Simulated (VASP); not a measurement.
A run of VASP 6.6.1 is set up as follows.

The input POSCAR:

```
CdSe
1.0
    0.0176704184      3.0707260341      3.0707260341
    3.0707260341      0.0176704184      3.0707260341
    3.0707260341      3.0707260341      0.0176704184
Cd Se
1 1
Direct
    0.0006243822      0.0006243822      0.0006243822
    0.2493756178      0.2493756178      0.2493756178
```

INCAR.step1

```
PREC = Accurate
ENCUT = 520
ISMEAR = 0
SIGMA = 0.01
LREAL = F
LASPH = T
NELM = 80
NBANDS = 16
GGA = PE
ALGO = Normal
EDIFF = 1E-4
LWAVE = T
LCHARG = F
```

The input INCAR.step2:

```
PREC = Accurate
ENCUT = 520
EDIFF = 1E-6
ISMEAR = 0
SIGMA = 0.01
LREAL = F
LASPH = T
NELM = 80
ALGO = Normal
ISIF = 2
LWAVE = F
LCHARG = F
METAGGA = R2SCAN
LMIXTAU = T
NBANDS = 16
ISTART = 1
```

KPOINTS

```
Automatic mesh
0
Gamma
  8 8 8
```

Potentials or basis: VASP PAW PBE potentials, release 64 (Cd, Se).

Launch:

```sh
$ cat potpaw_PBE.64/Cd/POTCAR potpaw_PBE.64/Se/POTCAR > POTCAR
$ cp INCAR.step1 INCAR
$ mpirun -np 1 vasp_std > vasp.out
$ cp INCAR.step2 INCAR
$ mpirun -np 1 vasp_std > vasp.out
```

Estimate the pressure.

0.5 GPa.

Predict the band gap on the k mesh.

1.03 eV.

Stress tensor (GPa, compression positive):
```
 0.49 -0.13 -0.13
-0.13  0.49 -0.13
-0.13 -0.13  0.49
```

Caveat: the cell differs from its parent crystal (epitaxial 111 strain -0.5%); the PAW data sets were made with another functional, which shifts forces and pressure a little.
